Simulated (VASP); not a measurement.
# Nb (P6/mmm) in VASP: further runs

Runs on Nb. Level: PBE. Tasks: single point, relaxation of cell and atoms.

Everything below comes from runs of VASP 6.6.1. Logs are shortened: lines on timing, memory, paths and dates and some standing lists are left out, and cuts for length are marked.

### 1 The cell of the first run

The structure is hexagonal, space group P6/mmm (No. 191). The conventional cell has a = 5.071 Å, b = 5.071 Å, c = 2.791 Å, α = 90.00°, β = 90.00°, γ = 120.00°. Within 3.7 Å of Nb (site symmetry 6/mmm) lie 14 Nb at 2.79 to 3.24 Å. Within 3.7 Å of Nb (site symmetry -6m2) lie 11 Nb at 2.79 to 3.24 Å.

This isn't the form of Nb at room conditions, which is bcc.

### 2 Single point, PBE (20.72 Å³/atom)

The input, INCAR:

```
  ALGO = Normal
  EDIFF = 1E-6
  ENCUT = 500
  GGA = PE
  GGA_COMPAT = False
  ISIF = 2
  ISMEAR = -1
  LASPH = True
  LCHARG = False
  LREAL = False
  LWAVE = False
  NBANDS = 26
  NELM = 120
  PREC = Accurate
  SIGMA = 0.1
```

The input, KPOINTS:

```
k-points
0
Gamma
  9 9 13
```

The input, POSCAR:

```
Nb
1.0
    5.0708268999      0.0000000000      0.0000000000
   -2.5354134500      4.3914649135      0.0000000000
    0.0000000000      0.0000000000      2.7913933681
Nb
3
Direct
    0.0000000000      0.0000000000      0.0000000000
    0.3333333333      0.6666666667      0.5000000000
    0.6666666667      0.3333333333      0.5000000000
```

Potentials or basis: VASP PAW PBE potentials, release 64 (Nb_sv).

On the command line:

```
$ cat potpaw_PBE.64/Nb_sv/POTCAR > POTCAR
$ mpirun -np 1 vasp_std > vasp.out
```

OUTCAR:

```text
EDIFF = 1E-6
   ENCUT = 500
   GGA = PE
   ISIF = 2
   ISMEAR = -1
   LASPH = True
   LREAL = False
   NELM = 120
   PREC = Accurate

 ion  position               nearest neighbor table
   1  0.000  0.000  0.000-
   2  0.333  0.667  0.500-   3 2.93   3 2.93   3 2.93
   3  0.667  0.333  0.500-   2 2.93   2 2.93   2 2.93

  LATTYP: Found a hexagonal cell.
 ALAT       =     5.0708268999
 C/A-ratio  =     0.5504809025

  Lattice vectors:

 A1 = (   5.0708268999,   0.0000000000,   0.0000000000)
 A2 = (  -2.5354134500,   4.3914649135,   0.0000000000)
 A3 = (   0.0000000000,   0.0000000000,   2.7913933681)

Analysis of symmetry for initial positions (statically):
=====================================================================
 Subroutine PRICEL returns:
 Original cell was already a primitive cell.

 Routine SETGRP: Setting up the symmetry group for a
 hexagonal supercell.

 Subroutine GETGRP returns: Found 24 space group operations
 (whereof 24 operations were pure point group operations)
 out of a pool of 24 trial point group operations.

The static configuration has the point symmetry D_6h.

Analysis of symmetry for dynamics (positions and initial velocities):
=====================================================================
 Subroutine PRICEL returns:
 Original cell was already a primitive cell.

 Routine SETGRP: Setting up the symmetry group for a
 hexagonal supercell.

 Subroutine GETGRP returns: Found 24 space group operations
 (whereof 24 operations were pure point group operations)
 out of a pool of 24 trial point group operations.

The dynamic configuration has the point symmetry D_6h.

 Subroutine INISYM returns: Found 24 space group operations
 (whereof 24 operations are pure point group operations),
 and found     1 'primitive' translations

----------------------------------------------------------------------------------------

                                     Primitive cell

  volume of cell :      62.1597

  direct lattice vectors                    reciprocal lattice vectors
     5.070826900  0.000000000  0.000000000     0.197206495  0.113857223  0.000000000
    -2.535413450  4.391464914  0.000000000     0.000000000  0.227714446  0.000000000
     0.000000000  0.000000000  2.791393368     0.000000000  0.000000000  0.358244027

  length of vectors
     5.070826900  5.070826900  2.791393368     0.227714446  0.227714446  0.358244027

  position of ions in fractional coordinates (direct lattice)
     0.000000000  0.000000000  0.000000000
     0.333333333  0.666666667  0.500000000
     0.666666667  0.333333333  0.500000000

  ion indices of the primitive-cell ions
   primitive index   ion index
                 1           1
                 2           2
                 3           3

----------------------------------------------------------------------------------------

 KPOINTS: k-points

Automatic generation of k-mesh.
 Grid dimensions read from file:
 generate k-points for:    9    9   13

 Generating k-lattice:

  Cartesian coordinates                     Fractional coordinates (reciprocal lattice)
     0.021911833  0.012650803  0.000000000     0.111111111  0.000000000  0.000000000
     0.000000000  0.025301605  0.000000000     0.000000000  0.111111111  0.000000000
     0.000000000  0.000000000  0.027557233     0.000000000  0.000000000  0.076923077

  Length of vectors
     0.025301605  0.025301605  0.027557233

  Shift w.r.t. Gamma in fractional coordinates (k-lattice)
     0.000000000  0.000000000  0.000000000

 Subroutine IBZKPT returns following result:
 ===========================================

 Found     84 irreducible k-points:

 Following reciprocal coordinates:
            Coordinates               Weight
  0.000000  0.000000  0.000000      1.000000
  0.111111  0.000000  0.000000      6.000000
  0.222222  0.000000  0.000000      6.000000
  0.333333  0.000000  0.000000      6.000000
  0.444444  0.000000  0.000000      6.000000
  0.111111  0.111111  0.000000      6.000000
[... 16 lines left out ...]
  0.333333  0.222222  0.076923     24.000000
  0.333333  0.333333  0.076923      4.000000
 [... further k-points ...]
   k-points           NKPTS =     84   k-points in BZ     NKDIM =     84   number of bands    NBANDS=     26
   number of dos      NEDOS =    301   number of ions     NIONS =      3
   total plane-waves  NPLWV =  32000
   dimension x,y,z NGX =    40 NGY =   40 NGZ =   20
   dimension x,y,z NGXF=    80 NGYF=   80 NGZF=   40
   ions per type =               3
   NGX,Y,Z   is equivalent  to a cutoff of  13.11, 13.11, 11.91 a.u.
   NGXF,Y,Z  is equivalent  to a cutoff of  26.23, 26.23, 23.82 a.u.
 SYSTEM =  unknown system
   PREC   = accura    normal or accurate (medium, high low for compatibility)
   ISTART =      0    job   : 0-new  1-cont  2-samecut
   ICHARG =      2    charge: 1-file 2-atom 10-const
   ISPIN  =      1    spin polarized calculation?
   LNONCOLLINEAR =      F non collinear calculations
[... 27 lines left out ...]
  Thomas-Fermi vector in A             =   2.524356
   LORBIT       =      0    0 simple, 1 ext, 2 COOP (PROOUT), +10 PAW based schemes
   GGA     = PE    functional components
   LHFCALC =     F    Hartree Fock is set to
   AEXX    =    0.0000 exact exchange contribution
   IVDW    =     0    specifies the selected vdW correction
   LEPSILON=     F    determine dielectric tensor
   LRPA    =     F    only Hartree local field effects (RPA)
 non-spin polarized calculation
  energy-cutoff  :      500.00
  volume of cell :       62.16
 maximum number of plane-waves:      1600
 NGX is ok and might be reduce to    40
   NGX = 19   NGY = 19   NGZ = 11

 number of electron      39.0000004 magnetization

 Free energy of the ion-electron system (eV)
  ---------------------------------------------------
  ext. energy  EPLUGINS =         0.00000000
  ---------------------------------------------------
  free energy    TOTEN  =       -29.75804784 eV

  energy without entropy =      -29.63912489  energy(sigma->0) =      -29.69858637

 E-fermi :   9.5428     XC(G=0): -11.7787

 val. band max:        9.5204298542   @ k =   0.2222   0.1111   0.1538
 cond. band min:       9.5429343019   @ k =   0.3333   0.3333   0.4615
 fundamental gap:      0.0225044476
 Fermi energy:         9.5428260806

 k-point     1 :       0.0000    0.0000    0.0000
  band No.  band energies     occupation
      1     -45.2832      2.00000
      2     -45.1870      2.00000
      3     -45.1211      2.00000
      4     -21.4936      2.00000
      5     -21.4936      2.00000
      6     -21.3748      2.00000
[... 18 lines left out ...]
     25      12.1199      0.00000
     26      12.1199      0.00000

 k-point     2 :       0.1111    0.0000    0.0000
  band No.  band energies     occupation
      1     -45.2790      2.00000
      2     -45.1882      2.00000
      3     -45.1243      2.00000
      4     -21.5356      2.00000
      5     -21.5193      2.00000
      6     -21.3267      2.00000
[... 18 lines left out ...]
     25      12.4533      0.00000
     26      12.4891      0.00000

 k-point     3 :       0.2222    0.0000    0.0000
  band No.  band energies     occupation
      1     -45.2672      2.00000
      2     -45.1912      2.00000
      3     -45.1334      2.00000
      4     -21.5970      2.00000
      5     -21.5305      2.00000
      6     -21.2478      2.00000
[... 18 lines left out ...]
     25      12.8113      0.00000
     26      12.9217      0.00000

 k-point     4 :       0.3333    0.0000    0.0000
  band No.  band energies     occupation
      1     -45.2507      2.00000
      2     -45.1955      2.00000
      3     -45.1459      2.00000
      4     -21.6444      2.00000
      5     -21.4937      2.00000
      6     -21.1801      2.00000
[... 18 lines left out ...]
     25      13.0473      0.00000
     26      13.1831      0.00000
[... 496 lines left out ...]
      1     -45.2350      2.00000
      2     -45.1878      2.00000
      3     -45.1469      2.00000
      4     -21.5878      2.00000
      5     -21.5229      2.00000
      6     -21.2274      2.00000
[... 18 lines left out ...]
     25      12.4437      0.00000
     26      13.2471      0.00000

 k-point    23 :       0.3333    0.2222    0.0769
  band No.  band energies     occupation
      1     -45.2248      2.00000
      2     -45.1855      2.00000
      3     -45.1595      2.00000
      4     -21.5875      2.00000
      5     -21.4624      2.00000
      6     -21.3392      2.00000
[... 18 lines left out ...]
     25      12.1312      0.00000
     26      12.8712      0.00000

 k-point    24 :       0.3333    0.3333    0.0769
  band No.  band energies     occupation
      1     -45.2222      2.00000
      2     -45.1738      2.00000
      3     -45.1738      2.00000
      4     -21.5502      2.00000
      5     -21.4314      2.00000
      6     -21.4314      2.00000
[... 18 lines left out ...]
     25      12.4946      0.00000
     26      12.4961      0.00000

 [... further k-points ...]

------------------------ aborting loop because EDIFF is reached ----------------------------------------

  FORCE on cell =-STRESS in cart. coord.  units (eV):
  Direction    XX          YY          ZZ          XY          YZ          ZX
  --------------------------------------------------------------------------------------
  -------------------------------------------------------------------------------------
  Total       -5.5438277     -5.5438277     -6.5423247      0.0000000      0.0000000      0.0000000
  in kB     -142.8930343   -142.8930343   -168.6294535      0.0000000      0.0000000      0.0000000
  external PRESSURE =    -151.4718407 kB  Pullay stress =       0.0000000 kB

 VOLUME and BASIS-vectors are now :
 -----------------------------------------------------------------------------
  energy-cutoff  :      500.00
  volume of cell :       62.16
      direct lattice vectors                 reciprocal lattice vectors
     5.070826900  0.000000000  0.000000000     0.197206495  0.113857223  0.000000000
    -2.535413450  4.391464914  0.000000000     0.000000000  0.227714446  0.000000000
     0.000000000  0.000000000  2.791393368     0.000000000  0.000000000  0.358244027

 POSITION                                       TOTAL-FORCE (eV/Angst)
 -----------------------------------------------------------------------------------
      0.00000      0.00000      0.00000         0.000000      0.000000      0.000000
     -0.00000      2.92764      1.39570         0.000000      0.000000      0.000000
      2.53541      1.46382      1.39570        -0.000000     -0.000000     -0.000000
 -----------------------------------------------------------------------------------
    total drift:                                0.000000     -0.000000      0.000000

  FREE ENERGIE OF THE ION-ELECTRON SYSTEM (eV)
  ---------------------------------------------------
  free  energy   TOTEN  =       -29.7580478415 eV

  energy  without entropy=      -29.6391248917  energy(sigma->0) =      -29.69858637
```

Wall time 2.6 min (1 thread of Intel Xeon 8259CL, shared host); peak memory 0.24 GiB.

What came out:

```
Free energy            : -29.7580 eV
Pressure               : -15.1 GPa
Band gap on the k mesh : zero (an odd number of electrons rules out a gap without spin polarisation)
```

Stress tensor (GPa, compression positive):
```
-14.29   0.00   0.00
  0.00 -14.29   0.00
  0.00   0.00 -16.86
```

Caveat: the cell stands under tension.

### 3 Single point, PBE

This run uses another cell than the first one, of 18.50 Å³/atom.

The input, INCAR:

```
SYSTEM = Nb
ALGO     = Normal         ! electronic algorithm
EDIFF    = 1E-6           ! SCF threshold, eV
ENCUT    = 500            ! plane-wave cutoff, eV
GGA      = PE             ! functional
GGA_COMPAT= .FALSE.      
ISIF     = 2              ! what is computed and relaxed
ISMEAR   = -1             ! smearing method
LASPH    = .TRUE.         ! aspherical terms in the spheres
LCHARG   = .TRUE.         ! write CHGCAR
LELF     = .TRUE.         ! ELF
LREAL    = .FALSE.        ! projectors in reciprocal space
LVHAR    = .TRUE.       
LWAVE    = .FALSE.        ! write WAVECAR
NBANDS   = 26             ! bands
NELM     = 120            ! most SCF steps
PREC     = Accurate       ! precision mode
SIGMA    = 0.1            ! smearing width, eV
```

The input, KPOINTS:

```
k-points
0
G
  10 10 15
  0 0 0
```

The input, POSCAR:

```
Nb
1.0
    4.8828431968      0.0000000000      0.0000000000
   -2.4414215984      4.2286662511      0.0000000000
    0.0000000000      0.0000000000      2.6879119296
Nb
3
Direct
    0.0000000000      0.0000000000      0.0000000000
    0.3333333333      0.6666666667      0.5000000000
    0.6666666667      0.3333333333      0.5000000000
```

Potentials or basis: VASP PAW PBE potentials, release 64 (Nb_sv).

On the command line:

```
$ cat potpaw_PBE.64/Nb_sv/POTCAR > POTCAR
$ mpirun -np 1 vasp_std > vasp.out
```

Wall time 2.9 min (1 thread of Intel Xeon 8259CL, shared host); peak memory 0.24 GiB.

Results (log left out):

```
Free energy            : -30.0997 eV
Pressure               : -0.3 GPa
Band gap on the k mesh : zero (an odd number of electrons rules out a gap without spin polarisation)
```

Stress tensor (GPa, compression positive):
```
-0.03  0.00  0.00
 0.00 -0.03  0.00
 0.00  0.00 -0.99
```

Levels at points of the mesh, in eV from the Fermi level:
| k point | band 17 | band 18 | band 19 | band 20 | band 21 | band 22 | band 23 | band 24 |
| --- | --- | --- | --- | --- | --- | --- | --- | --- |
| (0.00, 0.00, 0.00) | -1.21 | -1.21 | -1.21 | -1.00 | 0.60 | 0.60 | 2.86 | 2.86 |
| (0.50, 0.00, 0.00) | -1.81 | -1.57 | -1.03 | -0.89 | 1.44 | 1.92 | 3.00 | 3.08 |

### 4 Single point, PBE, collinear spin (17.73 Å³/atom)

This run uses another cell than the first one, of 17.73 Å³/atom.

The input, INCAR:

```
SYSTEM = Nb
ALGO = Normal
EDIFF = 1E-7
ENCUT = 520
GGA = PE
ISIF = 2
ISMEAR = -1
ISPIN = 2
LASPH = .TRUE.
LCHARG = .TRUE.
LELF = .TRUE.
LMAXMIX = 4
LORBIT = 11
LREAL = .FALSE.
LVHAR = .TRUE.
LWAVE = .FALSE.
MAGMOM = 1 1 1
NBANDS = 30
NELM = 150
PREC = Accurate
SIGMA = 0.05
```

KPOINTS is that of step 3.

The input, POSCAR:

```
Nb
1.0
    4.8139492621      0.0000000000      0.0000000000
   -2.4069746311      4.1690023535      0.0000000000
    0.0000000000      0.0000000000      2.6504260828
Nb
3
Direct
    1.0000000000      1.0000000000      1.0000000000
    0.3333333333      0.6666666667      0.5000000000
    0.6666666667      0.3333333333      0.5000000000
```

On the command line:

```
$ cat potpaw_PBE.64/Nb_sv/POTCAR > POTCAR
$ mpirun -np 1 vasp_std > vasp.out
```

It took 4.7 min on 1 thread of Intel Xeon Platinum 8488C (Sapphire Rapids), shared host; peak memory 0.35 GiB.

It converged, with:

```yaml
Free_energy: -30.0154 eV
Pressure: 7.0 GPa
Net_moment: 0.00 μB per cell
Valence_electrons_inside_the_program's_atomic_spheres: Nb 10.72, 10.80 (each value once)
```

Stress tensor (GPa, compression positive):
```
7.17 0.00 0.00
0.00 7.17 0.00
0.00 0.00 6.61
```

Levels at points of the mesh, in eV from the Fermi level:
Spin up:
```tsv
k point	band 18	band 19	band 20	band 21	band 22	band 23
(0.00, 0.00, 0.00)	-1.23	-1.23	-1.05	0.60	0.60	2.98
(0.50, 0.00, 0.00)	-1.68	-1.11	-0.93	1.63	1.99	3.16
```
Spin down:
| k point | band 16 | band 17 | band 18 | band 19 | band 20 | band 21 | band 22 | band 23 | band 24 | band 25 |
| --- | --- | --- | --- | --- | --- | --- | --- | --- | --- | --- |
| (0.00, 0.00, 0.00) | -1.23 | -1.23 | -1.23 | -1.23 | -1.05 | 0.60 | 0.60 | 2.98 | 2.98 | 3.03 |
| (0.50, 0.00, 0.00) | -2.10 | -1.90 | -1.68 | -1.11 | -0.93 | 1.63 | 1.99 | 3.16 | 3.22 | 3.25 |

Caveat: the cell stands under pressure.

### 5 Relaxation of cell and atoms, PBE, collinear spin

This run uses another cell than the first one, of 17.98 Å³/atom.

The input, INCAR:

```
ALGO = Normal
EDIFF = 1E-6
EDIFFG = -0.01
ENCUT = 600
GGA = PE
IBRION = 2
ISIF = 3
ISMEAR = -1
ISPIN = 2
LASPH = True
LCHARG = False
LMAXMIX = 4
LORBIT = 11
LREAL = False
LWAVE = False
MAGMOM = 1 1 1
NELM = 150
NSW = 80
PREC = Accurate
SIGMA = 0.05
```

The input, KPOINTS:

```
k-points
0
Gamma
  8 8 11
```

The input, POSCAR:

```
Nb
1.0
    4.6658771090      0.0000000000      0.0000000000
   -2.3329385545      4.0407681073      0.0000000000
    0.0000000000      0.0000000000      2.8601826678
Nb
3
Direct
    0.0000000000      0.0000000000      0.0000000000
    0.3333333333      0.6666666667      0.5000000000
    0.6666666667      0.3333333333      0.5000000000
```

On the command line:

```
$ cat potpaw_PBE.64/Nb_sv/POTCAR > POTCAR
$ mpirun -np 1 vasp_std > vasp.out
```

Wall time 43 min (1 thread of Oxide Virtual Turin-like, shared host); peak memory 0.28 GiB.

The run converged. Its results:

```yaml
Free_energy: -30.0503 eV
Relaxed_volume: 18.44 Å³/atom
Relaxed_cell: a = 4.876 Å, b = 4.876 Å, c = 2.686 Å, α = 90.00°, β = 90.00°, γ = 120.00°
Space_group_after_relaxing_to_0.1_Å: P6/mmm (No. 191)
Energy_gained_by_relaxing: 109.9 meV/atom
Ionic_steps: 8
Pressure_after_relaxing: 0.0 GPa
Net_moment: 0.00 μB per cell
Valence_electrons_inside_the_program's_atomic_spheres: Nb 10.66, 10.74 (each value once)
```

The path:
```csv
step,energy change (eV),largest force (eV/Å),pressure (GPa),volume (Å³)
1,0.0000,0.0000,4.82,53.93
2,-0.2630,0.0000,-6.64,57.95
3,-0.3005,0.0000,-4.58,56.94
4,-0.2633,0.0000,6.08,53.61
5,-0.3283,0.0000,-0.77,55.60
6,-0.3283,0.0000,-0.65,55.56
7,-0.3293,0.0000,0.28,55.20
8,-0.3296,0.0000,-0.01,55.32
```

Final structure:
```
CELL_PARAMETERS angstrom
4.87632 0.00000 0.00000
-2.43816 4.22302 0.00000
0.00000 0.00000 2.68622
ATOMIC_POSITIONS crystal
Nb 0.00000 0.00000 0.00000
Nb 0.33333 0.66667 0.50000
Nb 0.66667 0.33333 0.50000
```

Levels at points of the mesh, in eV from the Fermi level:
Spin up:
| k point | band 16 | band 17 | band 18 | band 19 | band 20 | band 21 | band 22 | band 23 | band 24 | band 25 |
| --- | --- | --- | --- | --- | --- | --- | --- | --- | --- | --- |
| (0.00, 0.00, 0.00) | -1.22 | -1.22 | -1.21 | -1.21 | -1.00 | 0.60 | 0.60 | 2.86 | 2.86 | 2.90 |
| (0.50, 0.00, 0.00) | -2.00 | -1.82 | -1.58 | -1.03 | -0.89 | 1.45 | 1.91 | 3.01 | 3.08 | 3.11 |
Spin down:
```csv
k point,band 16,band 17,band 18,band 19,band 20,band 21,band 22,band 23,band 24,band 25
"(0.00, 0.00, 0.00)",-1.22,-1.22,-1.21,-1.21,-1.00,0.60,0.60,2.86,2.86,2.90
"(0.50, 0.00, 0.00)",-2.00,-1.82,-1.58,-1.03,-0.89,1.45,1.91,3.01,3.08,3.11
```

### 6 The runs side by side

| task | spin | cell | k mesh | cutoff (eV) | smearing | gap on the mesh (eV) | pressure (GPa) | moment (μB) |
| --- | --- | --- | --- | --- | --- | --- | --- | --- |
| single point | off | a = 5.071, b = 5.071, c = 2.791 Å, angles 90.0, 90.0, 120.0°, 3 atoms | 9 × 9 × 13 | 500 | fermi-dirac 0.1 eV | none | -15.1 | - |
| single point | off | a = 4.883, b = 4.883, c = 2.688 Å, angles 90.0, 90.0, 120.0°, 3 atoms | 10 × 10 × 15 | 500 | fermi-dirac 0.1 eV | none | -0.3 | - |
| single point | collinear | a = 4.814, b = 4.814, c = 2.650 Å, angles 90.0, 90.0, 120.0°, 3 atoms | 10 × 10 × 15 | 520 | fermi-dirac 0.05 eV | none | 7.0 | 0.00 |
| relaxation of cell and atoms | collinear | relaxed from a = 4.666, b = 4.666, c = 2.860 Å, angles 90.0, 90.0, 120.0°, 3 atoms | 8 × 8 × 11 | 600 | fermi-dirac 0.05 eV | none | 0.0 | 0.00 |

Alike in all rows: level PBE; potentials or basis VASP PAW PBE potentials, release 64 (Nb_sv).

Caveats: the cell stands under tension (at least some runs); the cell stands under pressure (at least some runs).

Absolute energies hang on the potentials; compare differences alone.
